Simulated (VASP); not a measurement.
# C (C2/m) in VASP: further runs

Aim: see how the results for C move with the level of theory and the settings. Levels: LDA, PBE. Tasks: single point, relaxation of the atoms.

Program: VASP 6.6.1. These are calculated values, not measurements. Logs are shortened: lines on timing, memory, paths and dates and some standing lists are left out, and cuts for length are marked.

## Step 1: The cell of the first run

The typed cell holds 2 atoms: a = 2.433 Å, b = 2.433 Å, c = 3.605 Å, α = 109.64°, β = 109.64°, γ = 60.00°.

## Step 2: Single point, LDA (8.51 Å³/atom)

File INCAR:

```
PREC = Accurate ; ENCUT = 520
EDIFF = 1E-6 ; ISMEAR = 0
SIGMA = 0.01 ; LREAL = False
LASPH = True ; NELM = 80
ALGO = Normal ; ISIF = 2
LWAVE = False ; LCHARG = False
GGA = CA ; NBANDS = 11
```

File KPOINTS:

```
regular mesh
0
Gamma
  10 10 6
```

File POSCAR:

```
C
1.0
    2.1066918261     -1.2163012776     -0.0104413704
    2.1066918261      1.2163012776     -0.0104413704
   -1.3828895703      0.0000000000      3.3296653019
C
2
Direct
    0.8333717213      0.8333717213      0.0001147278
    0.1666282787      0.1666282787      0.9998852722
```

Potentials or basis: VASP PAW LDA potentials, release 64 (C).

Command:

```console
$ cat potpaw_LDA.64/C/POTCAR > POTCAR
$ mpirun -np 1 vasp_std > vasp.out
```

OUTCAR:

```text
PREC = Accurate
   ENCUT = 520
   EDIFF = 1E-6
   ISMEAR = 0
   LREAL = False
   LASPH = True
   NELM = 80
   ISIF = 2
   GGA = CA

 ion  position               nearest neighbor table
   1  0.833  0.833  0.000-   2 1.40   2 1.40   2 1.40
   2  0.167  0.167  1.000-   1 1.40   1 1.40   1 1.40

  LATTYP: Found a base centered monoclinic cell.
 ALAT       =     4.2134354023
 B/A-ratio  =     0.5773442151
 C/A-ratio  =     0.8556960825
 COS(beta)  =    -0.3881309518

  Lattice vectors:

 A1 = (   2.1066918261,  -1.2163012776,  -0.0104413704)
 A2 = (   2.1066918261,   1.2163012776,  -0.0104413704)
 A3 = (  -1.3828895703,   0.0000000000,   3.3296653019)

Analysis of symmetry for initial positions (statically):
=====================================================================
 Subroutine PRICEL returns:
 Original cell was already a primitive cell.

 Routine SETGRP: Setting up the symmetry group for a
 base centered monoclinic supercell.

 Subroutine GETGRP returns: Found  4 space group operations
 (whereof  4 operations were pure point group operations)
 out of a pool of  4 trial point group operations.

The static configuration has the point symmetry C_2h.

Analysis of symmetry for dynamics (positions and initial velocities):
=====================================================================
 Subroutine PRICEL returns:
 Original cell was already a primitive cell.

 Routine SETGRP: Setting up the symmetry group for a
 base centered monoclinic supercell.

 Subroutine GETGRP returns: Found  4 space group operations
 (whereof  4 operations were pure point group operations)
 out of a pool of  4 trial point group operations.

The dynamic configuration has the point symmetry C_2h.

 Subroutine INISYM returns: Found  4 space group operations
 (whereof  4 operations are pure point group operations),
 and found     1 'primitive' translations

----------------------------------------------------------------------------------------

                                     Primitive cell

  volume of cell :      17.0286

  direct lattice vectors                    reciprocal lattice vectors
     2.106691826 -1.216301278 -0.010441370     0.237828499 -0.411082360  0.098775859
     2.106691826  1.216301278 -0.010441370     0.237828499  0.411082360  0.098775859
    -1.382889570  0.000000000  3.329665302     0.001491595  0.000000000  0.300949981

  length of vectors
     2.432621687  2.432621687  3.605420168     0.485085325  0.485085325  0.300953678

  position of ions in fractional coordinates (direct lattice)
     0.833371721  0.833371721  0.000114728
     0.166628279  0.166628279  0.999885272

  ion indices of the primitive-cell ions
   primitive index   ion index
                 1           1
                 2           2

----------------------------------------------------------------------------------------

 KPOINTS: regular mesh

Automatic generation of k-mesh.
 Grid dimensions read from file:
 generate k-points for:   10   10    6

 Generating k-lattice:

  Cartesian coordinates                     Fractional coordinates (reciprocal lattice)
     0.023782850 -0.041108236  0.009877586     0.100000000 -0.000000000  0.000000000
     0.023782850  0.041108236  0.009877586    -0.000000000  0.100000000  0.000000000
     0.000248599  0.000000000  0.050158330     0.000000000  0.000000000  0.166666667

  Length of vectors
     0.048508532  0.048508532  0.050158946

  Shift w.r.t. Gamma in fractional coordinates (k-lattice)
     0.000000000  0.000000000  0.000000000

 Subroutine IBZKPT returns following result:
 ===========================================

 Found    172 irreducible k-points:

 Following reciprocal coordinates:
            Coordinates               Weight
  0.000000  0.000000  0.000000      1.000000
  0.100000 -0.000000  0.000000      4.000000
  0.200000 -0.000000  0.000000      4.000000
  0.300000  0.000000  0.000000      4.000000
  0.400000 -0.000000  0.000000      4.000000
  0.500000  0.000000 -0.000000      2.000000
[... 16 lines left out ...]
  0.300000  0.300000  0.000000      2.000000
  0.400000  0.300000 -0.000000      4.000000
 [... further k-points ...]
   k-points           NKPTS =    172   k-points in BZ     NKDIM =    172   number of bands    NBANDS=     11
   number of dos      NEDOS =    301   number of ions     NIONS =      2
   total plane-waves  NPLWV =   9072
   dimension x,y,z NGX =    18 NGY =   18 NGZ =   28
   dimension x,y,z NGXF=    36 NGYF=   36 NGZF=   56
   ions per type =               2
   NGX,Y,Z   is equivalent  to a cutoff of  12.30, 12.30, 12.91 a.u.
   NGXF,Y,Z  is equivalent  to a cutoff of  24.60, 24.60, 25.82 a.u.
 SYSTEM =  unknown system
   PREC   = accura    normal or accurate (medium, high low for compatibility)
   ISTART =      0    job   : 0-new  1-cont  2-samecut
   ICHARG =      2    charge: 1-file 2-atom 10-const
   ISPIN  =      1    spin polarized calculation?
   LNONCOLLINEAR =      F non collinear calculations
   LSORBIT =      F    spin-orbit coupling
   LASPH  =      T    aspherical Exc in radial PAW
   ENCUT  =  520.0 eV  38.22 Ry    6.18 a.u.   4.52  4.52  6.70*2*pi/ulx,y,z
   NELM   =     80;   NELMIN=  2; NELMDL= -5     # of ELM steps
   EDIFF  = 0.1E-05   stopping-criterion for ELM
   LREAL  =      F    real-space projection
   EDIFFG = 0.1E-04   stopping-criterion for IOM
   NSW    =      0    number of steps for IOM
   IBRION =     -1    ionic relax: 0-MD 1-quasi-New 2-CG
   NFREE  =      0    steps in history (QN), initial steepest desc. (CG)
   ISIF   =      2    stress and relaxation
   ISYM   =      2    0-nonsym 1-usesym 2-fastsym
   POTIM  = 0.5000    time-step for ionic-motion
   TEBEG  =    0.0;   TEEND  =   0.0 temperature during run
   PSTRESS=    0.0 pullay stress
   NELECT =       8.0000    total number of electrons
   NUPDOWN=      -1.0000    fix difference up-down
   EMIN   =  10.00;   EMAX   =-10.00  energy-range for DOS
   EFERMI =   0.00;   METHOD = LEGACY
   ISMEAR =     0;   SIGMA  =   0.01  broadening in eV -4-tet -1-fermi 0-gaus
   EFERMI_NEDOS =   21; number of points for ismear=-14 and -15
   IALGO  =     38    algorithm
   IMIX   =      4    mixing-type and parameters
     AMIX     =   0.40;   BMIX     =  1.00
     AMIX_MAG =   1.60;   BMIX_MAG =  1.00
  volume/ion in A,a.u.               =       8.51        57.46
  Fermi-wavevector in a.u.,A,eV,Ry     =   1.272659  2.404978 22.036841  1.619662
  Thomas-Fermi vector in A             =   2.405526
   LORBIT       =      0    0 simple, 1 ext, 2 COOP (PROOUT), +10 PAW based schemes
   GGA     = CA    functional components
   LHFCALC =     F    Hartree Fock is set to
   AEXX    =    0.0000 exact exchange contribution
   IVDW    =     0    specifies the selected vdW correction
   LEPSILON=     F    determine dielectric tensor
   LRPA    =     F    only Hartree local field effects (RPA)
 non-spin polarized calculation
 Gauss-broadening in eV      SIGMA  =   0.01
  energy-cutoff  :      520.00
  volume of cell :       17.03
 maximum number of plane-waves:       474
   NGX =  9   NGY =  9   NGZ = 13

 number of electron       8.0000001 magnetization

 Free energy of the ion-electron system (eV)
  ---------------------------------------------------
  ext. energy  EPLUGINS =         0.00000000
  ---------------------------------------------------
  free energy    TOTEN  =       -20.22104845 eV

  energy without entropy =      -20.22104845  energy(sigma->0) =      -20.22104845

 E-fermi :   4.4540     XC(G=0): -10.8972

 val. band max:        4.4043772181   @ k =  -0.3000   0.3000   0.0000
 cond. band min:       5.5891697130   @ k =  -0.3000   0.3000   0.0000
 fundamental gap:      1.1847924949
 Fermi energy:         4.4539762687

 k-point     1 :       0.0000    0.0000    0.0000
  band No.  band energies     occupation
      1     -14.8746      2.00000
      2      -1.8751      2.00000
      3       1.9149      2.00000
      4       1.9151      2.00000
      5       8.6965      0.00000
      6      13.4817      0.00000
      7      13.4823      0.00000
      8      16.6273      0.00000
      9      18.7625      0.00000
     10      27.8280      0.00000
     11      30.6223      0.00000

 k-point     2 :       0.1000   -0.0000    0.0000
  band No.  band energies     occupation
      1     -14.6285      2.00000
      2      -1.6242      2.00000
      3       1.0057      2.00000
      4       1.4258      2.00000
      5       9.0473      0.00000
      6      13.5997      0.00000
      7      14.4993      0.00000
      8      15.7781      0.00000
      9      19.1373      0.00000
     10      28.4826      0.00000
     11      28.9036      0.00000

 k-point     3 :       0.2000   -0.0000    0.0000
  band No.  band energies     occupation
      1     -13.8941      2.00000
      2      -1.1794      2.00000
      3      -0.8778      2.00000
      4       0.3786      2.00000
      5      10.0915      0.00000
      6      13.4885      0.00000
      7      13.7506      0.00000
      8      17.0858      0.00000
      9      20.2334      0.00000
     10      25.6504      0.00000
     11      28.3693      0.00000

 k-point     4 :       0.3000    0.0000    0.0000
  band No.  band energies     occupation
      1     -12.6859      2.00000
      2      -3.8282      2.00000
      3      -0.6384      2.00000
      4       0.3284      2.00000
      5      10.8584      0.00000
      6      11.8490      0.00000
      7      13.3950      0.00000
      8      20.4717      0.00000
      9      20.9541      0.00000
     10      23.8375      0.00000
     11      26.6076      0.00000

 k-point     5 :       0.4000   -0.0000    0.0000
  band No.  band energies     occupation
      1     -11.0360      2.00000
      2      -6.4664      2.00000
      3      -1.3254      2.00000
      4       1.8489      2.00000
      5       8.2872      0.00000
      6      13.0581      0.00000
      7      14.1974      0.00000
      8      19.3938      0.00000
      9      23.6898      0.00000
     10      23.8037      0.00000
     11      25.5409      0.00000
[... 211 lines left out ...]
 k-point    21 :      -0.3000    0.2000   -0.0000
  band No.  band energies     occupation
      1     -10.3983      2.00000
      2      -5.9641      2.00000
      3      -3.7200      2.00000
      4       2.8649      2.00000
      5       7.4161      0.00000
      6      14.2494      0.00000
      7      16.4709      0.00000
      8      17.2753      0.00000
      9      19.8680      0.00000
     10      25.2716      0.00000
     11      27.9571      0.00000

 k-point    22 :      -0.2000    0.2000    0.0000
  band No.  band energies     occupation
      1     -12.0074      2.00000
      2      -3.9178      2.00000
      3      -2.6568      2.00000
      4       1.3101      2.00000
      5       9.6606      0.00000
      6      12.2381      0.00000
      7      16.2029      0.00000
      8      17.6239      0.00000
      9      19.4606      0.00000
     10      25.2214      0.00000
     11      27.4572      0.00000

 k-point    23 :       0.3000    0.3000    0.0000
  band No.  band energies     occupation
      1     -12.6150      2.00000
      2      -3.7588      2.00000
      3      -0.6808      2.00000
      4      -0.2095      2.00000
      5      10.4565      0.00000
      6      12.7635      0.00000
      7      13.4355      0.00000
      8      20.4614      0.00000
      9      22.3040      0.00000
     10      22.8930      0.00000
     11      29.2866      0.00000

 k-point    24 :       0.4000    0.3000   -0.0000
  band No.  band energies     occupation
      1     -11.6534      2.00000
      2      -4.9894      2.00000
      3      -1.8162      2.00000
      4       0.6367      2.00000
      5       8.9247      0.00000
      6      13.7428      0.00000
      7      14.6938      0.00000
      8      20.5287      0.00000
      9      21.1735      0.00000
     10      24.6557      0.00000
     11      28.5685      0.00000

 [... further k-points ...]
[... 5 lines left out ...]
  --------------------------------------------------------------------------------------
  -------------------------------------------------------------------------------------
  Total        0.8417345      0.8425575      0.0106560      0.0000000      0.0000000     -0.0048698
  in kB       79.1968422     79.2742721      1.0025986      0.0000000      0.0000000     -0.4581906
  external PRESSURE =      53.1579043 kB  Pullay stress =       0.0000000 kB

 VOLUME and BASIS-vectors are now :
 -----------------------------------------------------------------------------
  energy-cutoff  :      520.00
  volume of cell :       17.03
      direct lattice vectors                 reciprocal lattice vectors
     2.106691826 -1.216301278 -0.010441370     0.237828499 -0.411082360  0.098775859
     2.106691826  1.216301278 -0.010441370     0.237828499  0.411082360  0.098775859
    -1.382889570  0.000000000  3.329665302     0.001491595  0.000000000  0.300949981

 POSITION                                       TOTAL-FORCE (eV/Angst)
 -----------------------------------------------------------------------------------
      3.51116      0.00000     -0.01702         0.000206      0.000000      0.000712
     -0.68066      0.00000      3.32580        -0.000206      0.000000     -0.000712
 -----------------------------------------------------------------------------------
    total drift:                               -0.000000     -0.000000      0.000000

  FREE ENERGIE OF THE ION-ELECTRON SYSTEM (eV)
  ---------------------------------------------------
  free  energy   TOTEN  =       -20.2210484492 eV

  energy  without entropy=      -20.2210484492  energy(sigma->0) =      -20.22104845
```

Run time: 20 s. Hardware: 1 thread of Intel Xeon Platinum 8259CL at 2.50GHz (Skylake/Cascade Lake), shared host; peak memory 0.13 GiB.

Results:

| Quantity | Value |
| --- | --- |
| Free energy | -20.2210 eV |
| Pressure | 5.3 GPa |

Stress tensor (GPa, compression positive):
```
 7.92  0.00 -0.05
 0.00  7.93  0.00
-0.05  0.00  0.10
```

Caveat: the cell stands under pressure.

## Step 3: Single point, PBE

File INCAR:

```
SYSTEM = C
PREC = Accurate
ENCUT = 520
EDIFF = 1E-6
ISMEAR = 0
SIGMA = 0.01
LREAL = .FALSE.
LASPH = .TRUE.
NELM = 100
ALGO = Normal
ISIF = 2
LWAVE = .FALSE.
LCHARG = .FALSE.
GGA = PE
NBANDS = 11
```

File KPOINTS:

```
Automatic mesh
0
Gamma
  10 10 6
  0.5 0.5 0.5
```

File POSCAR:

```
C
1.0
    2.1066918261     -1.2163012776     -0.0104413704
    2.1066918261      1.2163012776     -0.0104413704
   -1.3828895703      0.0000000000      3.3296653019
C
2
Direct
    0.8332584360      0.8332584360      0.0001570887
    0.1667415640      0.1667415640      0.9998429113
```

Potentials or basis: VASP PAW PBE potentials, release 64 (C).

Command:

```console
$ cat potpaw_PBE.64/C/POTCAR > POTCAR
$ mpirun -np 1 vasp_std > vasp.out
```

Run time: 23 s. Hardware: 1 thread of Intel Xeon Platinum 8259CL at 2.50GHz (Skylake/Cascade Lake), shared host; peak memory 0.13 GiB.

It converged, with:

```yaml
Free_energy: -18.3900 eV
Pressure: 13.7 GPa
```

Stress tensor (GPa, compression positive):
```
19.13  0.00  0.04
 0.00 18.20  0.00
 0.04  0.00  3.81
```

Caveat: the cell stands under pressure; this functional lacks dispersion, which binds the layers, so the pressure and a relaxed spacing across them are unreliable.

(Part 1 of 2 ends here.)
